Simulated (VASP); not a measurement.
# ZrB4C2 (F-43m) in VASP: a series of runs

Runs on ZrB4C2. Level: PBE. Tasks: single point, relaxation of cell and atoms.

Program: VASP 6.6.1. These are calculated values, not measurements. Logs are shortened: lines on timing, memory, paths and dates and some standing lists are left out, and cuts for length are marked.

## Step 1: The cell of the first run

The structure is cubic, space group F-43m (No. 216). Conventional cell: a = 6.988 Å, b = 6.988 Å, c = 6.988 Å, α = 90.00°, β = 90.00°, γ = 90.00°. Zr (site symmetry -43m) has 12 B at 2.90 Å and 10 C at 3.03 to 3.49 Å within 3.8 Å. Within 2.0 Å of B (site symmetry 3m) lie 2 C at 1.50 to 1.53 Å. C (site symmetry -43m) has 4 B at 1.50 Å within 2.0 Å. C (site symmetry -43m) has 4 B at 1.53 Å within 2.0 Å.

## Step 2: Single point, PBE

The input, INCAR:

```
ALGO     = Normal         # electronic algorithm
EDIFF    = 1E-6           # SCF threshold, eV
ENCUT    = 520            # plane-wave cutoff, eV
GGA      = PE             # functional
ISIF     = 2              # what is computed and relaxed
ISMEAR   = 0              # smearing method
LASPH    = T              # aspherical terms in the spheres
LCHARG   = T              # write CHGCAR
LELF     = T              # ELF
LREAL    = F              # projectors in reciprocal space
LVHAR    = T            
LWAVE    = F              # write WAVECAR
NBANDS   = 25             # bands
NELM     = 100            # most SCF steps
PREC     = Accurate       # precision mode
SIGMA    = 0.1            # smearing width, eV
```

The input, KPOINTS:

```
k-points
0
Gamma
  10 10 10
```

The input, POSCAR:

```
ZrB4C2
1.0
    0.0000000000      3.4941799192      3.4941799192
    3.4941799192      0.0000000000      3.4941799192
    3.4941799192      3.4941799192      0.0000000000
Zr B C
1 4 2
Direct
    0.0000000000      0.0000000000      0.0000000000
    0.6237895617      0.1286313149      0.6237895617
    0.6237895617      0.6237895617      0.6237895617
    0.1286313149      0.6237895617      0.6237895617
    0.6237895617      0.6237895617      0.1286313149
    0.5000000000      0.5000000000      0.5000000000
    0.7500000000      0.7500000000      0.7500000000
```

Potentials or basis: VASP PAW PBE potentials, release 64 (Zr_sv, B, C).

Launch:

```console
> cat potpaw_PBE.64/Zr_sv/POTCAR potpaw_PBE.64/B/POTCAR potpaw_PBE.64/C/POTCAR > POTCAR
> mpirun -np 1 vasp_std > vasp.out
```

OUTCAR:

```text
EDIFF = 1E-6
   ENCUT = 520
   GGA = PE
   ISIF = 2
   ISMEAR = 0
   LASPH = T
   LREAL = F
   NELM = 100
   PREC = Accurate

 ion  position               nearest neighbor table
   1  0.000  0.000  0.000-   2 2.90   3 2.90   5 2.90   3 2.90   4 2.90   5 2.90   2 2.90   3 2.90
                             4 2.90   2 2.90   4 2.90   5 2.90
   2  0.624  0.129  0.624-   6 1.50   7 1.53   1 2.90   1 2.90   1 2.90
   3  0.624  0.624  0.624-   6 1.50   7 1.53   1 2.90   1 2.90   1 2.90
   4  0.129  0.624  0.624-   6 1.50   7 1.53   1 2.90   1 2.90   1 2.90
   5  0.624  0.624  0.129-   6 1.50   7 1.53   1 2.90   1 2.90   1 2.90
   6  0.500  0.500  0.500-   2 1.50   3 1.50   4 1.50   5 1.50
   7  0.750  0.750  0.750-   5 1.53   3 1.53   4 1.53   2 1.53

  LATTYP: Found a face centered cubic cell.
 ALAT       =     6.9883598384

  Lattice vectors:

 A1 = (   0.0000000000,   3.4941799192,   3.4941799192)
 A2 = (   3.4941799192,   0.0000000000,   3.4941799192)
 A3 = (   3.4941799192,   3.4941799192,   0.0000000000)

Analysis of symmetry for initial positions (statically):
=====================================================================
 Subroutine PRICEL returns:
 Original cell was already a primitive cell.

 Routine SETGRP: Setting up the symmetry group for a
 face centered cubic supercell.

 Subroutine GETGRP returns: Found 24 space group operations
 (whereof 24 operations were pure point group operations)
 out of a pool of 48 trial point group operations.

The static configuration has the point symmetry T_d .

Analysis of symmetry for dynamics (positions and initial velocities):
=====================================================================
 Subroutine PRICEL returns:
 Original cell was already a primitive cell.

 Routine SETGRP: Setting up the symmetry group for a
 face centered cubic supercell.

 Subroutine GETGRP returns: Found 24 space group operations
 (whereof 24 operations were pure point group operations)
 out of a pool of 48 trial point group operations.

The dynamic configuration has the point symmetry T_d .

 Subroutine INISYM returns: Found 24 space group operations
 (whereof 24 operations are pure point group operations),
 and found     1 'primitive' translations

----------------------------------------------------------------------------------------

                                     Primitive cell

  volume of cell :      85.3229

  direct lattice vectors                    reciprocal lattice vectors
     0.000000000  3.494179919  3.494179919    -0.143095093  0.143095093  0.143095093
     3.494179919  0.000000000  3.494179919     0.143095093 -0.143095093  0.143095093
     3.494179919  3.494179919  0.000000000     0.143095093  0.143095093 -0.143095093

  length of vectors
     4.941516631  4.941516631  4.941516631     0.247847971  0.247847971  0.247847971

  position of ions in fractional coordinates (direct lattice)
     0.000000000  0.000000000  0.000000000
     0.623789562  0.128631315  0.623789562
     0.623789562  0.623789562  0.623789562
     0.128631315  0.623789562  0.623789562
     0.623789562  0.623789562  0.128631315
     0.500000000  0.500000000  0.500000000
     0.750000000  0.750000000  0.750000000

  ion indices of the primitive-cell ions
   primitive index   ion index
                 1           1
                 2           2
                 3           3
                 4           4
                 5           5
                 6           6
                 7           7

----------------------------------------------------------------------------------------

 KPOINTS: k-points

Automatic generation of k-mesh.
 Grid dimensions read from file:
 generate k-points for:   10   10   10

 Generating k-lattice:

  Cartesian coordinates                     Fractional coordinates (reciprocal lattice)
    -0.014309509  0.014309509  0.014309509     0.100000000  0.000000000  0.000000000
     0.014309509 -0.014309509  0.014309509     0.000000000  0.100000000  0.000000000
     0.014309509  0.014309509 -0.014309509     0.000000000  0.000000000  0.100000000

  Length of vectors
     0.024784797  0.024784797  0.024784797

  Shift w.r.t. Gamma in fractional coordinates (k-lattice)
     0.000000000  0.000000000  0.000000000

 Subroutine IBZKPT returns following result:
 ===========================================

 Found     47 irreducible k-points:

 Following reciprocal coordinates:
            Coordinates               Weight
  0.000000  0.000000  0.000000      1.000000
  0.100000  0.000000  0.000000      8.000000
  0.200000  0.000000  0.000000      8.000000
  0.300000  0.000000  0.000000      8.000000
  0.400000  0.000000  0.000000      8.000000
  0.500000  0.000000  0.000000      4.000000
[... 16 lines left out ...]
  0.300000  0.300000  0.000000      6.000000
  0.400000  0.300000  0.000000     24.000000
 [... further k-points ...]
   k-points           NKPTS =     47   k-points in BZ     NKDIM =     47   number of bands    NBANDS=     25
   number of dos      NEDOS =    301   number of ions     NIONS =      7
   total plane-waves  NPLWV =  64000
   dimension x,y,z NGX =    40 NGY =   40 NGZ =   40
   dimension x,y,z NGXF=    80 NGYF=   80 NGZF=   80
   ions per type =               1   4   2
   NGX,Y,Z   is equivalent  to a cutoff of  13.46, 13.46, 13.46 a.u.
   NGXF,Y,Z  is equivalent  to a cutoff of  26.91, 26.91, 26.91 a.u.
 SYSTEM =  unknown system
   PREC   = accura    normal or accurate (medium, high low for compatibility)
   ISTART =      0    job   : 0-new  1-cont  2-samecut
   ICHARG =      2    charge: 1-file 2-atom 10-const
   ISPIN  =      1    spin polarized calculation?
   LNONCOLLINEAR =      F non collinear calculations
   LSORBIT =      F    spin-orbit coupling
   LASPH  =      T    aspherical Exc in radial PAW
   ENCUT  =  520.0 eV  38.22 Ry    6.18 a.u.   9.19  9.19  9.19*2*pi/ulx,y,z
   NELM   =    100;   NELMIN=  2; NELMDL= -5     # of ELM steps
   EDIFF  = 0.1E-05   stopping-criterion for ELM
   LREAL  =      F    real-space projection
   EDIFFG = 0.1E-04   stopping-criterion for IOM
   NSW    =      0    number of steps for IOM
   IBRION =     -1    ionic relax: 0-MD 1-quasi-New 2-CG
   NFREE  =      0    steps in history (QN), initial steepest desc. (CG)
   ISIF   =      2    stress and relaxation
   ISYM   =      2    0-nonsym 1-usesym 2-fastsym
   POTIM  = 0.5000    time-step for ionic-motion
   TEBEG  =    0.0;   TEEND  =   0.0 temperature during run
   PSTRESS=    0.0 pullay stress
   NELECT =      32.0000    total number of electrons
   NUPDOWN=      -1.0000    fix difference up-down
   EMIN   =  10.00;   EMAX   =-10.00  energy-range for DOS
   EFERMI =   0.00;   METHOD = LEGACY
   ISMEAR =     0;   SIGMA  =   0.10  broadening in eV -4-tet -1-fermi 0-gaus
   EFERMI_NEDOS =   21; number of points for ismear=-14 and -15
   IALGO  =     38    algorithm
   IMIX   =      4    mixing-type and parameters
     AMIX     =   0.40;   BMIX     =  1.00
     AMIX_MAG =   1.60;   BMIX_MAG =  1.00
  volume/ion in A,a.u.               =      12.19        82.26
  Fermi-wavevector in a.u.,A,eV,Ry     =   1.180600  2.231011 18.964033  1.393817
  Thomas-Fermi vector in A             =   2.316890
   LORBIT       =      0    0 simple, 1 ext, 2 COOP (PROOUT), +10 PAW based schemes
   GGA     = PE    functional components
   LHFCALC =     F    Hartree Fock is set to
   AEXX    =    0.0000 exact exchange contribution
   IVDW    =     0    specifies the selected vdW correction
   LEPSILON=     F    determine dielectric tensor
   LRPA    =     F    only Hartree local field effects (RPA)
 non-spin polarized calculation
 Gauss-broadening in eV      SIGMA  =   0.10
  energy-cutoff  :      520.00
  volume of cell :       85.32
 maximum number of plane-waves:      2332
 NGX is ok and might be reduce to    40
   NGX = 19   NGY = 19   NGZ = 19

 number of electron      31.9999999 magnetization

 Free energy of the ion-electron system (eV)
  ---------------------------------------------------
  ext. energy  EPLUGINS =         0.00000000
  ---------------------------------------------------
  free energy    TOTEN  =       -45.68544895 eV

  energy without entropy =      -45.65646114  energy(sigma->0) =      -45.67095504

 E-fermi :   5.8694     XC(G=0): -10.2232

 val. band max:        5.8489011840   @ k =   0.2000   0.1000   0.0000
 cond. band min:       5.8707141620   @ k =  -0.1000   0.1000   0.0000
 fundamental gap:      0.0218129780
 Fermi energy:         5.8694100399

 k-point     1 :       0.0000    0.0000    0.0000
  band No.  band energies     occupation
      1     -44.0352      2.00000
      2     -22.0393      2.00000
      3     -22.0393      2.00000
      4     -22.0393      2.00000
      5     -10.7639      2.00000
      6      -8.9515      2.00000
[... 17 lines left out ...]
     24      10.9535      0.00000
     25      11.1989      0.00000

 k-point     2 :       0.1000    0.0000    0.0000
  band No.  band energies     occupation
      1     -44.0352      2.00000
      2     -22.0408      2.00000
      3     -22.0395      2.00000
      4     -22.0395      2.00000
      5     -10.7288      2.00000
      6      -8.9876      2.00000
[... 17 lines left out ...]
     24      10.6608      0.00000
     25      10.6608      0.00000

 k-point     3 :       0.2000    0.0000    0.0000
  band No.  band energies     occupation
      1     -44.0351      2.00000
      2     -22.0447      2.00000
      3     -22.0401      2.00000
      4     -22.0401      2.00000
      5     -10.6299      2.00000
      6      -9.0880      2.00000
[... 552 lines left out ...]
 k-point    23 :       0.3000    0.3000    0.0000
  band No.  band energies     occupation
      1     -44.0349      2.00000
      2     -22.0492      2.00000
      3     -22.0429      2.00000
      4     -22.0429      2.00000
      5     -10.3892      2.00000
      6      -9.3416      2.00000
[... 17 lines left out ...]
     24      10.2175      0.00000
     25      10.2175      0.00000

 k-point    24 :       0.4000    0.3000    0.0000
  band No.  band energies     occupation
      1     -44.0349      2.00000
      2     -22.0514      2.00000
      3     -22.0439      2.00000
      4     -22.0435      2.00000
      5     -10.2660      2.00000
      6      -9.4669      2.00000
[... 17 lines left out ...]
     24      10.1721      0.00000
     25      10.1955      0.00000

 [... further k-points ...]

------------------------ aborting loop because EDIFF is reached ----------------------------------------

  FORCE on cell =-STRESS in cart. coord.  units (eV):
  Direction    XX          YY          ZZ          XY          YZ          ZX
  --------------------------------------------------------------------------------------
  -------------------------------------------------------------------------------------
  Total        0.0122252      0.0122252      0.0122252      0.0000000      0.0000000      0.0000000
  in kB        0.2295626      0.2295626      0.2295626      0.0000000      0.0000000      0.0000000
  external PRESSURE =       0.2295626 kB  Pullay stress =       0.0000000 kB

 VOLUME and BASIS-vectors are now :
 -----------------------------------------------------------------------------
  energy-cutoff  :      520.00
  volume of cell :       85.32
      direct lattice vectors                 reciprocal lattice vectors
     0.000000000  3.494179919  3.494179919    -0.143095093  0.143095093  0.143095093
     3.494179919  0.000000000  3.494179919     0.143095093 -0.143095093  0.143095093
     3.494179919  3.494179919  0.000000000     0.143095093  0.143095093 -0.143095093

 POSITION                                       TOTAL-FORCE (eV/Angst)
 -----------------------------------------------------------------------------------
      0.00000      0.00000      0.00000         0.000000      0.000000      0.000000
      2.62909      4.35927      2.62909         0.000202     -0.000202      0.000202
      4.35927      4.35927      4.35927        -0.000202     -0.000202     -0.000202
      4.35927      2.62909      2.62909        -0.000202      0.000202      0.000202
      2.62909      2.62909      4.35927         0.000202      0.000202     -0.000202
      3.49418      3.49418      3.49418         0.000000      0.000000      0.000000
      5.24127      5.24127      5.24127         0.000000      0.000000      0.000000
 -----------------------------------------------------------------------------------
    total drift:                               -0.000000     -0.000000     -0.000000

  FREE ENERGIE OF THE ION-ELECTRON SYSTEM (eV)
  ---------------------------------------------------
  free  energy   TOTEN  =       -45.6854489499 eV

  energy  without entropy=      -45.6564611380  energy(sigma->0) =      -45.67095504
```

Wall time 2.1 min (1 thread of Intel Xeon Platinum 8259CL at 2.50GHz (Skylake/Cascade Lake), shared host); peak memory 0.29 GiB.

Results:

| Quantity | Value |
| --- | --- |
| Free energy | -45.6854 eV |
| Pressure | 0.0 GPa |
| Band gap on the k mesh | zero (band 16 reaches 6.24 eV, above the bottom of band 17 at 5.69 eV) |

## Step 3: Relaxation of cell and atoms, PBE

This run uses another cell than the first one, of 12.22 Å³/atom, 1.002 times its volume.

The input, INCAR:

```
SYSTEM = ZrB4C2
  ALGO = Normal
  EDIFF = 1E-6
  EDIFFG = -0.01
  ENCUT = 600
  GGA = PE
  IBRION = 2
  ISIF = 3
  ISMEAR = 0
  LASPH = .True.
  LCHARG = .False.
  LREAL = .False.
  LWAVE = .False.
  NELM = 100
  NSW = 100
  PREC = Accurate
  SIGMA = 0.1
```

The input, KPOINTS:

```
k-points
0
Gamma
  10 10 10
  0 0 0
```

The input, POSCAR:

```
ZrB4C2
1.0
    0.0000000000      3.4968444253      3.4968444253
    3.4968444253      0.0000000000      3.4968444253
    3.4968444253      3.4968444253      0.0000000000
Zr B C
1 4 2
Direct
    0.0000000000      0.0000000000      0.0000000000
    0.6238129633      0.1285611101      0.6238129633
    0.6238129633      0.6238129633      0.6238129633
    0.1285611101      0.6238129633      0.6238129633
    0.6238129633      0.6238129633      0.1285611101
    0.5000000000      0.5000000000      0.5000000000
    0.7500000000      0.7500000000      0.7500000000
```

Potentials or basis: VASP PAW PBE potentials, release 64 (Zr_sv, B, C).

Launch:

```console
> cat potpaw_PBE.64/Zr_sv/POTCAR potpaw_PBE.64/B/POTCAR potpaw_PBE.64/C/POTCAR > POTCAR
> mpirun -np 1 vasp_std > vasp.out
```

It took 4.2 min on 1 thread of Intel Xeon Platinum 8259CL at 2.50GHz (Skylake/Cascade Lake), shared host; peak memory 0.32 GiB.

Results (log left out):

```yaml
Free_energy: -45.6943 eV
Relaxed_volume: 12.18 Å³/atom
Relaxed_cell: a = 4.941 Å, b = 4.941 Å, c = 4.941 Å, α = 60.00°, β = 60.00°, γ = 60.00°
Space_group_after_relaxing_to_0.05_Å: F-43m (No. 216)
Energy_gained_by_relaxing: 0.0 meV/atom
Ionic_steps: 4
Pressure_after_relaxing: 0.0 GPa
Largest_force_after_relaxing: 0.009 eV/Å
Band_gap_on_the_k_mesh: zero (band 16 reaches 6.25 eV, above the bottom of band 17 at 5.69 eV)
```

Forces in eV/Å, atoms in the order of the input:
```
Zr   0.000  0.000  0.000
B   -0.005  0.005 -0.005
B    0.005  0.005  0.005
B    0.005 -0.005 -0.005
B   -0.005 -0.005  0.005
C    0.000  0.000  0.000
C    0.000  0.000  0.000
```

The path:
```
step  energy change (eV)  largest force (eV/Å)  pressure (GPa)  volume (Å³)
   1              0.0000                0.0145           -0.38        85.52
   2             -0.0002                0.0229            0.18        85.16
   3             -0.0003                0.0100            0.01        85.28
   4             -0.0003                0.0088           -0.02        85.29
```

Final structure:
```yaml
crystal:
  lattice:
    - [0.00000, 3.49377, 3.49377]
    - [3.49377, 0.00000, 3.49377]
    - [3.49377, 3.49377, 0.00000]
  atoms:
    - { symbol: Zr, position: [0.00000, 0.00000, 0.00000] }
    - { symbol: B, position: [0.62378, 0.12867, 0.62378] }
    - { symbol: B, position: [0.62378, 0.62378, 0.62378] }
    - { symbol: B, position: [0.12867, 0.62378, 0.62378] }
    - { symbol: B, position: [0.62378, 0.62378, 0.12867] }
    - { symbol: C, position: [0.50000, 0.50000, 0.50000] }
    - { symbol: C, position: [0.75000, 0.75000, 0.75000] }
```

Levels at points of the mesh, in eV from the Fermi level:
| k point | band 14 | band 15 | band 16 | band 17 | band 18 | band 19 |
| --- | --- | --- | --- | --- | --- | --- |
| (0.00, 0.00, 0.00) | -3.12 | -1.43 | 0.13 | 0.13 | 0.13 | 2.76 |
| (0.50, 0.00, 0.00) | -1.51 | -0.39 | -0.03 | -0.03 | 0.10 | 0.35 |
| (0.50, 0.50, 0.00) | -2.22 | -1.56 | 0.38 | 0.38 | 0.69 | 0.70 |

## Step 4: Single point, PBE

This run uses another cell than the first one, of 12.22 Å³/atom, 1.002 times its volume.

The input, INCAR:

```
  PREC = Accurate
  ENCUT = 520
  EDIFF = 1E-6
  ISMEAR = 0
  SIGMA = 0.1
  LREAL = False
  LASPH = True
  NELM = 100
  ALGO = Normal
  ISIF = 2
  LWAVE = False
  LCHARG = False
  GGA = PE
  NBANDS = 25
```

The input, KPOINTS:

```
regular mesh
0
Gamma
  4 4 4
```

The input, POSCAR:

```
ZrB4C2
1.0
    0.0000000000      3.4968444253      3.4968444253
    3.4968444253      0.0000000000      3.4968444253
    3.4968444253      3.4968444253      0.0000000000
Zr B C
1 4 2
Direct
    0.0000000000      0.0000000000      0.0000000000
    0.3761870367      0.3761870367      0.3761870367
    0.3761870367      0.3761870367      0.8714388899
    0.3761870367      0.8714388899      0.3761870367
    0.8714388899      0.3761870367      0.3761870367
    0.5000000000      0.5000000000      0.5000000000
    0.2500000000      0.2500000000      0.2500000000
```

Launch:

```console
> cat potpaw_PBE.64/Zr_sv/POTCAR potpaw_PBE.64/B/POTCAR potpaw_PBE.64/C/POTCAR > POTCAR
> mpirun -np 1 vasp_std > vasp.out
```

Wall time 27 s (1 thread of Intel Xeon Platinum 8259CL at 2.50GHz (Skylake/Cascade Lake), shared host); peak memory 0.24 GiB.

It converged, with:

* Free energy: -45.5670 eV
* Pressure: 0.1 GPa
* Largest force: 0.006 eV/Å
* Band gap on the k mesh: zero (band 16 reaches 6.24 eV, above the bottom of band 17 at 5.74 eV)

Forces in eV/Å, atoms in the order of the input:
```
Zr   0.000  0.000  0.000
B   -0.003 -0.003 -0.003
B    0.003  0.003 -0.003
B    0.003 -0.003  0.003
B   -0.003  0.003  0.003
C    0.000  0.000  0.000
C    0.000  0.000  0.000
```

Levels at points of the mesh, in eV from the Fermi level:
```tsv
k point	band 13	band 14	band 15	band 16	band 17	band 18
(0.00, 0.00, 0.00)	-3.04	-3.04	-1.36	0.20	0.20	0.20
(0.50, 0.00, 0.00)	-1.43	-1.43	-0.32	0.05	0.05	0.18
(0.50, 0.50, 0.00)	-2.16	-2.14	-1.47	0.45	0.45	0.77
```

Caveat: the k points lie up to 0.39 Å⁻¹ apart.

(Part 1 of 2 ends here.)
